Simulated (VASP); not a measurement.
Input of a VASP 6.6.1 run:

Contents of INCAR:

```
ALGO = Normal
EDIFF = 1E-6
ENCUT = 500
GGA = PS
GGA_COMPAT = False
ISIF = 2
ISMEAR = 0
LASPH = True
LCHARG = False
LREAL = False
LWAVE = False
NBANDS = 36
NELM = 120
PREC = Accurate
SIGMA = 0.1
```

Contents of KPOINTS:

```
k-points
0
Gamma
  6 6 2
```

The input POSCAR:

```
Si
1.0
    1.9144324750     -5.3526803600      0.0000000000
    1.9144324750      5.3526803600      0.0000000000
    0.0000000000      0.0000000000     12.6727301900
Si
12
Direct
    0.7572661800      0.2427338200      0.9451065600
    0.2427338200      0.7572661800      0.0548934400
    0.7572661800      0.2427338200      0.5548934400
    0.2427338200      0.7572661800      0.4451065600
    0.4286850600      0.5713149400      0.1572709100
    0.5713149400      0.4286850600      0.8427290900
    0.4286850600      0.5713149400      0.3427290900
    0.5713149400      0.4286850600      0.6572709100
    0.9712705900      0.0287294100      0.9093701000
    0.0287294100      0.9712705900      0.0906299000
    0.9712705900      0.0287294100      0.5906299000
    0.0287294100      0.9712705900      0.4093701000
```

Potentials or basis: VASP PAW PBE potentials, release 64 (Si).

The run is started by

```sh
$ cat potpaw_PBE.64/Si/POTCAR > POTCAR
$ mpirun -np 1 vasp_std > vasp.out
```

Q: Estimate the largest force.

A: 0.041 eV/Å.

Q: Predict the pressure.

A: -0.2 GPa.

Q: What does it give for the band gap on the k mesh?

A: 0.42 eV (least direct gap 0.48 eV).

Stress tensor (GPa, compression positive):
```
-0.11  0.00  0.00
 0.00 -0.21  0.00
 0.00  0.00 -0.27
```

Caveat: the PAW data sets were made with another functional, which shifts forces and pressure a little. A k mesh can miss the band edges.
